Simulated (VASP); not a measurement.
Input of a VASP 6.6.1 run:

INCAR

```
  PREC = Accurate
  ENCUT = 520
  EDIFF = 1E-6
  ISMEAR = 0
  SIGMA = 0.15
  LREAL = False
  LASPH = True
  NELM = 60
  ALGO = Normal
  ISIF = 2
  LWAVE = False
  LCHARG = True
  GGA = PS
  LELF = True
  LVHAR = True
  NBANDS = 15
```

The input KPOINTS:

```
regular mesh
0
Gamma
  20 20 20
```

The input POSCAR:

```
TaN
1.0
    0.0000000000      2.0505175069      2.4606210083
    2.0505175069      0.0000000000      2.4606210083
    2.0505175069      2.0505175069      0.0000000000
Ta N
1 1
Direct
    0.5000000000      0.5000000000      0.5000000000
    0.0000000000      0.0000000000      0.0000000000
```

Potentials or basis: VASP PAW PBE potentials, release 64 (Ta_pv, N).

Command:

```bash
$ cat potpaw_PBE.64/Ta_pv/POTCAR potpaw_PBE.64/N/POTCAR > POTCAR
$ mpirun -np 1 vasp_std > vasp.out
```

**Question.** Predict the band gap on the k mesh.

**Answer.** Zero (bands 8 and 9 overlap by 4.93 eV).

**Question.** Predict the pressure.

**Answer.** 32.3 GPa.

Stress tensor (GPa, compression positive):
```
 56.08   0.00   0.00
  0.00  56.08   0.00
  0.00   0.00 -15.28
```

Caveat: the cell stands under pressure; the PAW data sets were made with another functional, which shifts forces and pressure a little; spin-orbit coupling is left out, which moves the levels of the heavy elements.
